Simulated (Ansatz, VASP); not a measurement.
## Two plane-wave programs on GaSb

Contents of INCAR:

```
SYSTEM = GaSb
ALGO = Normal ; EDIFF = 1E-6
ENCUT = 520 ; ISIF = 2
ISMEAR = 0 ; LASPH = .True.
LCHARG = .True. ; LELF = .True.
LREAL = .False. ; LVHAR = .True.
LWAVE = .False. ; NBANDS = 16
NELM = 100 ; PREC = Accurate
SIGMA = 0.15
```

Contents of KPOINTS:

```
k-points
0
Gamma
  18 18 18
  0 0 0
```

The input POSCAR:

```
GaSb
1.0
   -1.5200241420      2.4822080281      2.7780162194
    1.5200241420     -2.4822080281      2.7780162194
    1.5200241420      2.4822080281     -2.7780162194
Ga Sb
1 1
Direct
    0.0000000000      0.0000000000      0.0000000000
    0.5000000000      0.5000000000      0.0000000000
```

Input for Ansatz:

```yaml
crystal:
  lattice:
    - [-1.520024142, 2.4822080281, 2.7780162194]
    - [1.520024142, -2.4822080281, 2.7780162194]
    - [1.520024142, 2.4822080281, -2.7780162194]
  atoms:
    - { symbol: Ga, position: [0.0, 0.0, 0.0] }
    - { symbol: Sb, position: [0.5, 0.5, 0.0] }
basis:
  ecutwfc: 420
kpoints:
  mp_grid: { grid: [18, 18, 18] }
hamiltonian:
  xc: lda
  pseudopotentials: { kind: paw, azcp: { folder: soft_1 } }
scf:
  occupations: { method: gaussian, width: 0.15 }
output:
  forces: true
  stress: true
  eigenvalues: true
```

Change from the starting cell: volume 20.963 Å^3 an atom, stretch along a over the lengths across it, relative to the relaxed cell 0.9736.

Alike in both runs: task single point; functional LDA; k mesh 18 × 18 × 18; occupations gaussian, width 0.15 eV; no spin polarisation.

```csv
,VASP,Ansatz
version,VASP 6.6.1,Ansatz 0.2.0
potentials or method,"VASP PAW LDA potentials, release 64 (Ga_d, Sb), cutoff 520 eV","scalar-relativistic, plane waves, PAW"
valence electrons in the cell,18,28
```

Ansatz gave:

* gap on the k mesh at the Fermi level (eV): none
* pressure (GPa): 4.2
* traceless stress, the component that is largest in VASP (GPa): -1.85

Problem. What did VASP give for the same quantities?

Solution. gap on the k mesh at the Fermi level (eV): none; pressure (GPa): 4.3; traceless stress, the component that is largest in VASP (GPa): -1.90.

Ansatz warns that its potentials were made for another functional, while VASP's fit it. LDA's correlation is that of Perdew and Zunger in VASP and of Perdew and Wang (1992) in Ansatz. A gap of «none» marks a metal or a gap that the smearing closes. VASP's potentials hold 18 valence electrons a cell and Ansatz's 28, so a difference there can come from the potentials and not from the codes.

Spin-orbit coupling is off throughout.
